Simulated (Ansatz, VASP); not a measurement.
## Two plane-wave programs on TiC

Contents of INCAR:

```
PREC = Accurate ; ENCUT = 600
EDIFF = 1E-6 ; ISMEAR = 0
SIGMA = 0.1 ; LREAL = False
LASPH = True ; NELM = 120
ALGO = Normal ; ISIF = 2
LWAVE = False ; LCHARG = False
GGA = PE ; NBANDS = 15
GGA_COMPAT = False
```

The input KPOINTS:

```
Automatic mesh
0
Gamma
  6 6 6
```

File POSCAR:

```
TiC
1.0
    0.0000000000      2.1657190000      2.1657190000
    2.1657190000      0.0000000000      2.1657190000
    2.1657190000      2.1657190000      0.0000000000
Ti C
1 1
Direct
    0.0000000000      0.0000000000      0.0000000000
    0.5000000000      0.5000000000      0.5000000000
```

Input for Ansatz:

```yaml
crystal:
  lattice:
    - [0.0, 2.16571879, 2.16571879]
    - [2.16571879, 0.0, 2.16571879]
    - [2.16571879, 2.16571879, 0.0]
  atoms:
    - { symbol: Ti, position: [0.0, 0.0, 0.0] }
    - { symbol: C, position: [0.5, 0.5, 0.5] }
basis:
  ecutwfc: 420
kpoints:
  mp_grid: { grid: [6, 6, 6] }
hamiltonian:
  xc: pbe
scf:
  occupations: { method: gaussian, width: 0.1 }
output:
  forces: true
  stress: true
  eigenvalues: true
```

Alike in both runs: task single point; functional PBE; k mesh 6 × 6 × 6; occupations gaussian, width 0.1 eV; no spin polarisation.

|  | VASP | Ansatz |
| --- | --- | --- |
| version | VASP 6.6.1 | Ansatz 0.2.0 |
| potentials or method | VASP PAW PBE potentials, release 64 (Ti_sv, C), cutoff 600 eV | scalar-relativistic, plane waves, PAW |
| valence electrons in the cell | 16 | 16 |

```tsv
	VASP	Ansatz	Ansatz less VASP
gap on the k mesh at the Fermi level (eV)	none	none	-
pressure (GPa)	0.3	0.3	-0.01
```

A gap of «none» marks a metal or a gap that the smearing closes. With one functional, cell and mesh, what is left measures potentials, basis and numerics.

The k mesh is coarse, so the values compare programs but aren't converged.
